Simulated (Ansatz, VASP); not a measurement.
One calculation of PBr, two programs

File INCAR:

```
SYSTEM = PBr
ALGO = Normal ; EDIFF = 1E-6
ENCUT = 520 ; GGA = PS
ISIF = 2 ; ISMEAR = -1
LASPH = .True. ; LCHARG = .False.
LREAL = .False. ; LWAVE = .False.
NBANDS = 20 ; NELM = 100
PREC = Accurate ; SIGMA = 0.05
```

Contents of KPOINTS:

```
k-points
0
Gamma
  4 3 3
  0 0 0
```

Contents of POSCAR:

```
PBr
1.0
    4.9385630000      0.0000000000      0.0000000000
   -2.0623900000      5.1944970000      0.0000000000
   -0.6967810000     -0.6537650000      6.2332560000
Br P
2 2
Direct
    0.6657980000      0.8550130000      0.2427560000
    0.3342020000      0.1449870000      0.7572440000
    0.6407200000      0.4997570000      0.6318710000
    0.3592800000      0.5002430000      0.3681290000
```

File input.yaml:

```yaml
crystal:
  lattice:
    - [4.938563, 0.0, 0.0]
    - [-2.06239, 5.194497, 0.0]
    - [-0.696781, -0.653765, 6.233256]
  atoms:
    - { symbol: Br, position: [0.665798, 0.855013, 0.242756] }
    - { symbol: Br, position: [0.334202, 0.144987, 0.757244] }
    - { symbol: P, position: [0.64072, 0.499757, 0.631871] }
    - { symbol: P, position: [0.35928, 0.500243, 0.368129] }
hamiltonian:
  xc: pbesol
  pseudopotentials: { kind: paw }
kpoints:
  mp_grid: { grid: [4, 3, 3] }
  band_path:
    path:
      - [[0.0, 0.0, -0.5], [0.0, 0.0, 0.0], [0.0, 0.5, 0.0]]
      - [[0.0, 0.5, -0.5], [0.0, 0.0, 0.0], [0.5, -0.5, 0.0]]
      - [[0.5, -0.5, -0.5], [0.0, 0.0, 0.0], [0.5, 0.0, 0.0]]
      - [[0.5, 0.0, -0.5], [0.0, 0.0, 0.0]]
    npoints: 14
scf:
  occupations: { method: fermi_dirac, width: 0.05 }
  n_extra_bands: 10
output:
  forces: true
  stress: true
  eigenvalues: true
  fatbands: false
  write_density: true
  write_potential: true
  elf: true
  volumetric_format: npy
```

Alike in both runs: functional PBEsol; k mesh 4 × 3 × 3; occupations fermi-dirac, width 0.05 eV; no spin polarisation.

```csv
,VASP,Ansatz
version,VASP 6.6.1,Ansatz 0.2.0
potentials or method,"VASP PAW PBE potentials, release 64 (Br, P)",Ansatz PAW
plane-wave cutoff (eV),520,420
valence electrons in the cell,24,24
task,single point,band structure
```

```csv
,VASP,Ansatz,Ansatz less VASP
gap on the k mesh at the Fermi level (eV),1.61,1.62,+0.010
least direct gap on the mesh (eV),1.61,1.62,+0.010
pressure (GPa),-0.8,-0.7,+0.03
"traceless stress, the component that is largest in VASP (GPa)",0.39,0.40,+0.011
rms of the force components (eV/Å),0.121,0.116,-0.0053
```

VASP's potentials were made for PBE, not for PBEsol. Atom by atom the forces differ by 0.014 eV/Å (rms over components). With one functional, cell and mesh, what is left measures potentials, basis and numerics.

Noted on Ansatz's run: the k mesh misses the band edges, so the gap on the mesh is wider than the one along the path.
